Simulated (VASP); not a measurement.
## SiC: single point with PBE

SiC:

```xyz
2
Lattice="0.0000 2.2114 2.2114 2.2114 0.0000 2.2114 2.2114 2.2114 0.0000" Properties=species:S:1:pos:R:3 pbc="T T T"
Si    3.3172    3.3172    3.3172
C     0.0000    0.0000    0.0000
```

This cell differs from its parent crystal: volume scaled by 1.03.

* Program: VASP 6.6.1
* Task: single point
* Functional: PBE
* Potentials or basis: VASP PAW PBE potentials, release 64 (Si, C)
* Cutoff: 520 eV
* k mesh: 10 × 10 × 10
* Occupations: gaussian, width 0.02 eV
* Spin: no spin polarisation
* Dipole correction: no
* Further INCAR settings: ALGO = Normal; EDIFF = 1e-06; NBANDS = 11

```yaml
Pressure: -5.9 GPa
Band_gap_on_the_k_mesh: 1.40 eV, indirect (least direct gap 4.50 eV)
```

Levels at points of the mesh, in eV from the valence-band top:
| k point | band 1 | band 2 | band 3 | band 4 | band 5 | band 6 | band 7 | band 8 | band 9 |
| --- | --- | --- | --- | --- | --- | --- | --- | --- | --- |
| (0.00, 0.00, 0.00) | -15.06 | 0.00 | 0.00 | 0.00 | 5.72 | 7.01 | 7.01 | 7.01 | 14.25 |
| (0.50, 0.00, 0.00) | -11.66 | -8.29 | -1.04 | -1.04 | 5.04 | 7.05 | 7.05 | 9.81 | 15.68 |
| (0.50, 0.50, 0.00) | -10.25 | -7.66 | -3.10 | -3.10 | 1.40 | 4.17 | 13.52 | 13.52 | 14.21 |

Run time: 10 s on 1 thread of Intel Xeon 8259CL (shared host), peak memory 0.14 GiB.

 A k mesh can miss the band edges.
